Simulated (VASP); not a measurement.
# Y4S3N2 (P1) in VASP: further runs, part 2 of 2

VASP 6.6.1. The steps go on from the part before.

## (3) Single point, PBE

This run uses another cell than the first one, of 21.33 Å³/atom.

INCAR reads:

```
  PREC = Accurate
  ENCUT = 520
  EDIFF = 1E-6
  ISMEAR = 0
  SIGMA = 0.1
  LREAL = Auto
  LASPH = True
  NELM = 100
  ALGO = Normal
  ISIF = 2
  LWAVE = False
  LCHARG = True
  GGA = PE
  LELF = True
  LVHAR = True
  NBANDS = 87
  ISYM = 0
```

KPOINTS reads:

```
Automatic mesh
0
Gamma
  2 2 2
  0.5 0.5 0.5
```

POSCAR reads:

```
Y4S3N2
1.0
    6.4078393115     -1.9245074393      0.2093516847
    0.0216132336     -7.6250917178      0.0162108460
   -0.5841844728     -1.8889266890     -7.8806015205
Y N S
8 4 6
Direct
    0.8561431632      0.9609197003      0.3552000905
    0.8512141447      0.4294523107      0.3580766346
    0.1245129036      0.0523806645      0.6666215675
    0.1151996422      0.5467441535      0.6859780519
    0.7495834213      0.8700661496      0.8667876171
    0.7474516657      0.3241284042      0.8688680720
    0.2447594228      0.1379908658      0.1454639960
    0.2705654503      0.6995403957      0.0708649635
    0.0117504978     -0.0007185411      0.9767270608
    0.9160928560      0.8595768438      0.6400658398
    0.9148427028      0.3605238723      0.6413482892
    0.0652564111      0.1386937929      0.3672750870
    0.9916455938      0.5014005130      1.0095640191
    0.5525189647      0.3107034573      0.1977818572
    0.5722600637      0.8097593261      0.2039451612
    0.4495111648      0.6930138881      0.7763532656
    0.4291292965      0.1944693581      0.7945393843
    0.1369654727      0.6220654336      0.3650352521
```

Potentials or basis: VASP PAW PBE potentials, release 64 (Y_sv, N, S).

Launch:

```
> cat potpaw_PBE.64/Y_sv/POTCAR potpaw_PBE.64/N/POTCAR potpaw_PBE.64/S/POTCAR > POTCAR
> mpirun -np 1 vasp_std > vasp.out
```

OUTCAR:

```text
PREC = Accurate
   ENCUT = 520
   EDIFF = 1E-6
   ISMEAR = 0
   LREAL = Auto
   LASPH = True
   NELM = 100
   ISIF = 2
   GGA = PE
   ISYM = 0

 ion  position               nearest neighbor table
   1  0.856  0.961  0.355-  12 2.23  10 2.25  18 2.70  14 2.83  15 2.87   3 3.37   2 3.57   7 3.57
                             4 3.58   8 4.04   2 4.06   7 4.09   6 4.17   5 4.17   5 4.26
   2  0.851  0.429  0.358-  11 2.24  12 2.25  18 2.74  14 2.82  15 2.92  13 2.99   3 3.35   4 3.57
                             1 3.57   7 3.68   1 4.06   6 4.16   8 4.17   6 4.31
   3  0.125  0.052  0.667-  11 2.32  10 2.34  12 2.36   9 2.63  17 2.84  16 2.89   2 3.35   1 3.37
                             5 3.48   6 3.49   8 3.63   4 3.79   4 3.84   5 4.15   7 4.18   7 4.27
   4  0.115  0.547  0.686-  11 2.29  10 2.31  18 2.56  13 2.76  17 2.81  16 2.92   5 3.55   6 3.56
                             2 3.57   1 3.58   3 3.79   8 3.79   3 3.84   6 4.15   7 4.16
   5  0.750  0.870  0.867-  10 2.19   9 2.48  17 2.69  13 2.76  16 2.89  15 3.01   6 3.46   3 3.48
                             8 3.55   4 3.55   8 4.06   3 4.15   6 4.16   1 4.17   1 4.26
   6  0.747  0.324  0.869-  11 2.20   9 2.53  17 2.70  13 2.77  16 2.85  14 3.01   5 3.46   3 3.49
                             4 3.56   7 3.67   4 4.15   2 4.16   5 4.16   1 4.17   8 4.27   2 4.31
   7  0.245  0.138  0.145-  12 2.20   9 2.63  15 2.74  13 2.74  14 2.82  17 3.13   8 3.49   1 3.57
                             6 3.67   2 3.68   1 4.09   4 4.16   3 4.18   8 4.24   3 4.27
   8  0.271  0.700  0.071-   9 2.37  18 2.58  15 2.69  16 2.71  13 2.82  14 2.94   7 3.49   5 3.55
                             3 3.63   4 3.79   1 4.04   5 4.06   2 4.17   7 4.24   6 4.27
   9  0.012  0.999  0.977-   8 2.37   5 2.48   6 2.53   3 2.63   7 2.63
  10  0.916  0.860  0.640-   5 2.19   1 2.25   4 2.31   3 2.34
  11  0.915  0.361  0.641-   6 2.20   2 2.24   4 2.29   3 2.32
  12  0.065  0.139  0.367-   7 2.20   1 2.23   2 2.25   3 2.36
  13  0.992  0.501  0.010-   7 2.74   4 2.76   5 2.76   6 2.77   8 2.82   2 2.99
  14  0.553  0.311  0.198-   7 2.82   2 2.82   1 2.83   8 2.94   6 3.01
  15  0.572  0.810  0.204-   8 2.69   7 2.74   1 2.87   2 2.92   5 3.01
  16  0.450  0.693  0.776-   8 2.71   6 2.85   3 2.89   5 2.89   4 2.92
  17  0.429  0.194  0.795-   5 2.69   6 2.70   4 2.81   3 2.84   7 3.13
  18  0.137  0.622  0.365-   4 2.56   8 2.58   1 2.70   2 2.74

IMPORTANT INFORMATION: All symmetrisations will be switched off!
NOSYMM: (Re-)initialisation of all symmetry stuff for point group C_1.

----------------------------------------------------------------------------------------

                                     Primitive cell

  volume of cell :     383.9946

  direct lattice vectors                    reciprocal lattice vectors
     6.407839312 -1.924507439  0.209351685     0.156567125  0.000418900 -0.011706639
     0.021613234 -7.625091718  0.016210846    -0.040525899 -0.131187596  0.034448938
    -0.584184473 -1.888926689 -7.880601520     0.004075911 -0.000258732 -0.127133995

  length of vectors
     6.693874936  7.625139581  8.124850513     0.157004731  0.141560104  0.127199579

  position of ions in fractional coordinates (direct lattice)
     0.856143163  0.960919700  0.355200090
     0.851214145  0.429452311  0.358076635
     0.124512904  0.052380664  0.666621568
     0.115199642  0.546744154  0.685978052
     0.749583421  0.870066150  0.866787617
     0.747451666  0.324128404  0.868868072
[... 10 lines left out ...]
     0.429129297  0.194469358  0.794539384
     0.136965473  0.622065434  0.365035252

  ion indices of the primitive-cell ions
   primitive index   ion index
                 1           1
                 2           2
                 3           3
                 4           4
                 5           5
                 6           6
[... 10 lines left out ...]
                17          17
                18          18

[... 40 lines left out ...]
 SYSTEM =  unknown system
   PREC   = accura    normal or accurate (medium, high low for compatibility)
   ISTART =      0    job   : 0-new  1-cont  2-samecut
   ICHARG =      2    charge: 1-file 2-atom 10-const
   ISPIN  =      1    spin polarized calculation?
   LNONCOLLINEAR =      F non collinear calculations
   LSORBIT =      F    spin-orbit coupling
   LASPH  =      T    aspherical Exc in radial PAW
   ENCUT  =  520.0 eV  38.22 Ry    6.18 a.u.  12.45 14.18 15.11*2*pi/ulx,y,z
   NELM   =    100;   NELMIN=  2; NELMDL= -5     # of ELM steps
   EDIFF  = 0.1E-05   stopping-criterion for ELM
   LREAL  =      T    real-space projection
   EDIFFG = 0.1E-04   stopping-criterion for IOM
   NSW    =      0    number of steps for IOM
   IBRION =     -1    ionic relax: 0-MD 1-quasi-New 2-CG
   NFREE  =      0    steps in history (QN), initial steepest desc. (CG)
   ISIF   =      2    stress and relaxation
   ISYM   =      0    0-nonsym 1-usesym 2-fastsym
   POTIM  = 0.5000    time-step for ionic-motion
   TEBEG  =    0.0;   TEEND  =   0.0 temperature during run
   PSTRESS=    0.0 pullay stress
   NELECT =     144.0000    total number of electrons
   NUPDOWN=      -1.0000    fix difference up-down
   EMIN   =  10.00;   EMAX   =-10.00  energy-range for DOS
   EFERMI =   0.00;   METHOD = LEGACY
   ISMEAR =     0;   SIGMA  =   0.10  broadening in eV -4-tet -1-fermi 0-gaus
   EFERMI_NEDOS =   21; number of points for ismear=-14 and -15
   IALGO  =     38    algorithm
   IMIX   =      4    mixing-type and parameters
     AMIX     =   0.40;   BMIX     =  1.00
     AMIX_MAG =   1.60;   BMIX_MAG =  1.00
  volume/ion in A,a.u.               =      21.33       143.96
  Fermi-wavevector in a.u.,A,eV,Ry     =   1.180558  2.230931 18.962670  1.393717
  Thomas-Fermi vector in A             =   2.316848
   LORBIT       =      0    0 simple, 1 ext, 2 COOP (PROOUT), +10 PAW based schemes
   GGA     = PE    functional components
   LHFCALC =     F    Hartree Fock is set to
   AEXX    =    0.0000 exact exchange contribution
   IVDW    =     0    specifies the selected vdW correction
   LEPSILON=     F    determine dielectric tensor
   LRPA    =     F    only Hartree local field effects (RPA)
 non-spin polarized calculation
 Gauss-broadening in eV      SIGMA  =   0.10
  energy-cutoff  :      520.00
  volume of cell :      383.99
 maximum number of plane-waves:     10360
 NGX is ok and might be reduce to    50
   NGX = 25   NGY = 29   NGZ = 31

 number of electron     143.9999995 magnetization

 Free energy of the ion-electron system (eV)
  ---------------------------------------------------
  ext. energy  EPLUGINS =         0.00000000
  ---------------------------------------------------
  free energy    TOTEN  =      -143.74620184 eV

  energy without entropy =     -143.74620184  energy(sigma->0) =     -143.74620184

 E-fermi :   3.1243     XC(G=0):  -9.6202

 val. band max:        2.6197463828   @ k =  -0.2500   0.2500   0.2500
 cond. band min:       4.7917499077   @ k =  -0.2500   0.2500   0.2500
 fundamental gap:      2.1720035249
 Fermi energy:         3.1242565048

 k-point     1 :       0.2500    0.2500    0.2500
  band No.  band energies     occupation
      1     -38.7191      2.00000
      2     -38.6712      2.00000
      3     -38.4506      2.00000
      4     -38.3936      2.00000
      5     -38.1985      2.00000
      6     -38.1234      2.00000
[... 337 lines left out ...]
     83       6.9776      0.00000
     84       7.0933      0.00000
 [bands above 84 left out]

------------------------ aborting loop because EDIFF is reached ----------------------------------------

  FORCE on cell =-STRESS in cart. coord.  units (eV):
  Direction    XX          YY          ZZ          XY          YZ          ZX
  --------------------------------------------------------------------------------------
  -------------------------------------------------------------------------------------
  Total       -0.1658672     -0.2873947     -0.0883322     -0.0165242     -0.0014661      0.1332404
  in kB       -0.6920635     -1.1991242     -0.3685568     -0.0689455     -0.0061173      0.5559316
  external PRESSURE =      -0.7532482 kB  Pullay stress =       0.0000000 kB

 VOLUME and BASIS-vectors are now :
 -----------------------------------------------------------------------------
  energy-cutoff  :      520.00
  volume of cell :      383.99
      direct lattice vectors                 reciprocal lattice vectors
     6.407839312 -1.924507439  0.209351685     0.156567125  0.000418900 -0.011706639
     0.021613234 -7.625091718  0.016210846    -0.040525899 -0.131187596  0.034448938
    -0.584184473 -1.888926689 -7.880601520     0.004075911 -0.000258732 -0.127133995

 POSITION                                       TOTAL-FORCE (eV/Angst)
 -----------------------------------------------------------------------------------
      5.29929     -9.64570     -2.60438         0.002382      0.009862      0.013474
      5.25454     -5.58916     -2.63669        -0.015744     -0.009673      0.003811
      0.40956     -1.89823     -5.22646         0.002102      0.005915     -0.014236
      0.34926     -5.68644     -5.37294        -0.005710     -0.002090     -0.003165
      4.31565     -9.71421     -6.65978        -0.006101      0.003293     -0.018344
      4.28898     -5.55121     -6.68547        -0.001723      0.002824     -0.017029
[... 10 lines left out ...]
      2.28984     -3.80954     -6.16846        -0.005513     -0.000230      0.006770
      0.67785     -5.69642     -2.83794        -0.005807      0.002512     -0.001258
 -----------------------------------------------------------------------------------
    total drift:                               -0.001092     -0.001573      0.003967

  FREE ENERGIE OF THE ION-ELECTRON SYSTEM (eV)
  ---------------------------------------------------
  free  energy   TOTEN  =      -143.7462018430 eV

  energy  without entropy=     -143.7462018430  energy(sigma->0) =     -143.74620184
```

Run time: 5.7 min. Hardware: 1 thread of Intel Xeon Platinum 8375C at 2.90GHz (Ice Lake), shared host; peak memory 0.47 GiB.

What came out:

- Free energy: -143.7462 eV
- Pressure: -0.1 GPa
- Largest force: 0.024 eV/Å
- Band gap on the k mesh: 2.17 eV

Forces in eV/Å, atoms in the order of the input:
```
Y    0.002  0.010  0.013
Y   -0.016 -0.010  0.004
Y    0.002  0.006 -0.014
Y   -0.006 -0.002 -0.003
Y   -0.006  0.003 -0.018
Y   -0.002  0.003 -0.017
Y   -0.001  0.009  0.020
Y   -0.012 -0.011  0.015
N    0.008 -0.009 -0.012
N    0.014 -0.013  0.009
N    0.013 -0.001  0.006
N   -0.006  0.005 -0.006
S   -0.002  0.001 -0.008
S    0.017  0.017 -0.005
S    0.014 -0.013  0.012
S   -0.009  0.003 -0.002
S   -0.006  0.000  0.007
S   -0.006  0.003 -0.001
```

Caveat: a shifted mesh leaves out Γ, where band edges can lie.

## (4) Single point, PBE

This run uses another cell than the first one, of 21.57 Å³/atom.

INCAR reads:

```
ALGO = Normal
EDIFF = 1E-7
ENCUT = 520
GGA = PE
ISIF = 2
ISMEAR = 0
ISYM = 0
LASPH = True
LCHARG = False
LREAL = Auto
LWAVE = False
NBANDS = 87
NELM = 80
PREC = Accurate
SIGMA = 0.1
```

KPOINTS is that of step 3.

POSCAR reads:

```
Y4S3N2
1.0
    6.2653080698     -1.8850073708      0.2989727873
   -0.0336705577     -7.6536349589      0.0263253239
   -0.6952557992     -1.8883651288     -8.1130884793
Y S N
8 6 4
Direct
    0.8802084489      0.9359662050      0.3086748711
    0.9237237023      0.4432778712      0.2864043906
    0.1492437790      0.0533713747      0.6309608448
    0.1419619755      0.5509444901      0.6411229694
    0.7211387084      0.8138025033      0.9344897851
    0.7351413807      0.3625584179      0.9084262389
    0.3134370628      0.1155427814      0.1446600794
    0.3294367315      0.6618142510      0.1659076757
    0.0115753702      0.9954085813      0.9967255608
    0.5789657417      0.3043524245      0.2162154360
    0.4014528247      0.6913455938      0.8180417204
    0.4132094387      0.1972661486      0.8085227170
    0.8411591990      0.8813878187      0.6238973821
    0.8415044215      0.3829263861      0.6061573519
    0.9315159514      0.5101449665      0.0119788950
    0.5655327364      0.8307501847      0.1756533858
    0.1097398610      0.1219064108      0.3579974218
    0.1129631979      0.6377373214      0.3658922709
```

Potentials or basis: VASP PAW PBE potentials, release 64 (Y_sv, S, N).

Launch:

```
> cat potpaw_PBE.64/Y_sv/POTCAR potpaw_PBE.64/S/POTCAR potpaw_PBE.64/N/POTCAR > POTCAR
> mpirun -np 1 vasp_std > vasp.out
```

Wall time 7.7 min (1 thread of Intel Xeon Platinum 8375C at 2.90GHz (Ice Lake), shared host); peak memory 0.49 GiB.

The run converged. Its results:

* Free energy: -142.7092 eV
* Pressure: 0.0 GPa
* Largest force: 0.013 eV/Å
* Band gap on the k mesh: 2.49 eV

Forces in eV/Å, atoms in the order of the input:
```
Y    0.004 -0.003  0.003
Y   -0.001  0.002  0.004
Y    0.003  0.002 -0.005
Y   -0.002 -0.002 -0.001
Y   -0.005 -0.001  0.000
Y   -0.012  0.002 -0.005
Y    0.005  0.007  0.006
Y   -0.006 -0.004  0.001
S   -0.004  0.000  0.001
S    0.004 -0.004 -0.002
S    0.006  0.000 -0.001
S   -0.001 -0.001 -0.001
S    0.006  0.001  0.003
S    0.002  0.004  0.007
N   -0.002  0.001 -0.006
N    0.006  0.000 -0.002
N    0.000 -0.010  0.000
N   -0.004  0.006 -0.002
```

Stress tensor (GPa, compression positive):
```
-0.07  0.01  0.07
 0.01 -0.08  0.00
 0.07  0.00  0.03
```

Levels at points of the mesh, in eV from the valence-band top:
| k point | band 70 | band 71 | band 72 | band 73 | band 74 | band 75 |
| --- | --- | --- | --- | --- | --- | --- |
| (0.25, 0.25, 0.25) | -0.25 | -0.13 | -0.01 | 2.58 | 2.83 | 3.13 |

Caveat: a shifted mesh leaves out Γ, where band edges can lie.

## (5) The runs side by side

| potentials or basis | cell | gap on the mesh (eV) | pressure (GPa) | largest force (eV/Å) |
| --- | --- | --- | --- | --- |
| VASP PAW PBE potentials, release 64 (Y_sv, S, N) | a = 6.529, b = 7.577, c = 8.284 Å, angles 77.7, 95.1, 74.7°, 18 atoms, atomic positions A | 2.23 | 0.0 | 0.02 |
| VASP PAW PBE potentials, release 64 (Y_sv, N, S) | a = 6.694, b = 7.625, c = 8.125 Å, angles 76.7, 91.9, 73.1°, 18 atoms, atomic positions B | 2.17 | -0.1 | 0.02 |
| VASP PAW PBE potentials, release 64 (Y_sv, S, N) | a = 6.550, b = 7.654, c = 8.359 Å, angles 77.1, 93.4, 73.5°, 18 atoms, atomic positions C | 2.49 | 0.0 | 0.01 |

Alike in all rows: task single point; level PBE; no spin polarisation; k mesh 2 × 2 × 2, shifted; cutoff (eV) 520; smearing gaussian 0.1 eV.

Caveats: a shifted mesh leaves out Γ, where band edges can lie.

Total energies depend on the potentials used, so only differences within one code and one set of settings carry meaning.
